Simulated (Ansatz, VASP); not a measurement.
TaS2: VASP beside Ansatz

The input INCAR:

```
PREC = Accurate
ENCUT = 500
EDIFF = 1E-6
ISMEAR = -1
SIGMA = 0.03
LREAL = False
LASPH = True
NELM = 120
ALGO = Normal
ISIF = 2
LWAVE = False
LCHARG = True
GGA = PE
LELF = True
LVHAR = True
NBANDS = 18
GGA_COMPAT = False
```

File KPOINTS:

```
Automatic mesh
0
Gamma
  9 9 5
```

The input POSCAR:

```
TaS2
1.0
    3.3500021206      0.0000000000      0.0000000000
   -1.6750010603      2.9011869392      0.0000000000
    0.0000000000      0.0000000000      5.7428000000
Ta S
1 2
Direct
    0.0000000000      0.0000000000      0.0000000000
    0.3333333333      0.6666666667      0.2500000000
    0.6666666667      0.3333333333      0.7500000000
```

Input for Ansatz:

```yaml
crystal:
  lattice:
    - [3.3500021206, 0.0, 0.0]
    - [-1.6750010603, 2.9011869392, 0.0]
    - [0.0, 0.0, 5.7428]
  atoms:
    - { symbol: Ta, position: [0.0, 0.0, 0.0] }
    - { symbol: S, position: [0.3333333333, 0.6666666667, 0.25] }
    - { symbol: S, position: [0.6666666667, 0.3333333333, 0.75] }
kpoints:
  mp_grid: { grid: [9, 9, 5] }
  band_path:
    path:
      - [0.0, 0.0, 0.0]
      - [0.5, 0.0, 0.0]
      - [0.3333333333, 0.3333333333, 0.0]
      - [0.0, 0.0, 0.0]
      - [0.0, 0.0, 0.5]
      - [0.5, 0.0, 0.5]
      - [0.3333333333, 0.3333333333, 0.5]
      - [0.0, 0.0, 0.5]
      - [0.5, 0.0, 0.5]
    npoints: 5
scf:
  occupations: { method: fermi_dirac, width: 0.03 }
hamiltonian:
  xc: pbe
  pseudopotentials: { kind: all_electron, lapw: { basis_error: 0.001 } }
output:
  forces: true
  stress: true
  eigenvalues: true
```

Change from the starting cell: zz strain of -2 %.

Alike in both runs: task single point; functional PBE; k mesh 9 × 9 × 5; occupations fermi-dirac, width 0.03 eV; no spin polarisation.

|  | VASP | Ansatz |
| --- | --- | --- |
| version | VASP 6.6.1 | Ansatz 0.2.0 |
| potentials or method | VASP PAW PBE potentials, release 64 (Ta_pv, S), cutoff 500 eV | all-electron LAPW, scalar-relativistic |

Ansatz gave:

| Property | Result |
| --- | --- |
| pressure (GPa) | 12.4 |
| traceless stress, the component that is largest in VASP (GPa) | 4.43 |
| rms of the force components (eV/Å) | 0.806 |

Problem. Estimate VASP's values.

Solution. Pressure (GPa): 12.5; traceless stress, the component that is largest in VASP (GPa): 4.50; rms of the force components (eV/Å): 0.815.

Atom by atom the forces differ by 0.009 eV/Å (rms over components). Ansatz ran all-electron here, and VASP with PAW potentials.

Spin-orbit coupling is off throughout.
